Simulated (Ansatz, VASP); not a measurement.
## One calculation of Ge3N4, two programs

```
Ge N
1.0
     8.05093    0.00000    0.00000
    -4.02547    6.97231    0.00000
     0.00000    0.00000    3.08352
Ge N
6 8
Cartesian
  5.7275 1.6419 2.3126
  1.4418 5.7811 0.7709
  0.2602 2.8331 0.7709
  3.7653 4.1392 2.3126
  2.5836 1.1912 2.3126
  -1.7020 5.3304 0.7709
  4.0255 2.3241 2.3126
  0.0000 4.6482 0.7709
  1.4755 6.7821 2.3126
  2.9152 4.6689 0.7709
  6.6112 2.1132 0.7709
  -2.5858 4.8591 2.3126
  2.5499 0.1902 0.7709
  1.1102 2.3034 2.3126
```

Alike in both runs: task relaxation of cell and atoms; functional PBE; k mesh 3 × 3 × 6; occupations gaussian, width 0.1 eV; no spin polarisation.

|  | VASP | Ansatz |
| --- | --- | --- |
| version | VASP 6.6.1 | Ansatz 0.2.0 |
| potentials or method | VASP PAW PBE potentials, release 64 (Ge_d, N), cutoff 600 eV | scalar-relativistic, plane waves, PAW |
| valence electrons in the cell | 124 | 124 |

```csv
,VASP,Ansatz,Ansatz less VASP
"gap on the k mesh at the Fermi level, each at its own relaxed structure (eV)",1.87,1.84,-0.030
relaxed volume (Å³/atom),12.69,12.71,+0.025
relaxed cell length with the largest relative difference (Å),8.119,8.125,+0.0055
```

Ansatz's warnings: structure snapped to symmetry.
